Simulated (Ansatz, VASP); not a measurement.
Two plane-wave programs on Si4N

```xyz
5
Lattice="-1.9914 2.8368 3.6310 1.9914 -2.8368 3.6310 1.9914 2.8368 -3.6310" Properties=species:S:1:pos:R:3 pbc="T T T"
Si    0.0000    4.1466    1.1825
Si    1.9914   -1.3098    2.4486
Si    0.0000    1.5270    1.1825
Si    1.9914    1.3098    2.4486
N     0.0000    0.0000    0.0000
```

Change from the starting cell: species swapped into the CrB4 type (Immm, No. 71).

Alike in both runs: functional PBE; k mesh 12 × 12 × 12; occupations gaussian, width 0.1 eV; no spin polarisation.

Ansatz relaxed the structure, and its values are those at the end. VASP's run is a single point on that final structure, the one shown.

|  | VASP | Ansatz |
| --- | --- | --- |
| version | VASP 6.6.1 | Ansatz 0.2.0 |
| potentials or method | VASP PAW PBE potentials, release 64 (Si, N), cutoff 520 eV | scalar-relativistic, plane waves, PAW |
| valence electrons in the cell | 21 | 21 |

|  | VASP | Ansatz | Ansatz less VASP |
| --- | --- | --- | --- |
| gap on the k mesh at the Fermi level (eV) | none | none | - |
| pressure (GPa) | -0.1 | 0.0 | +0.09 |

A gap of «none» marks a metal or a gap that the smearing closes.
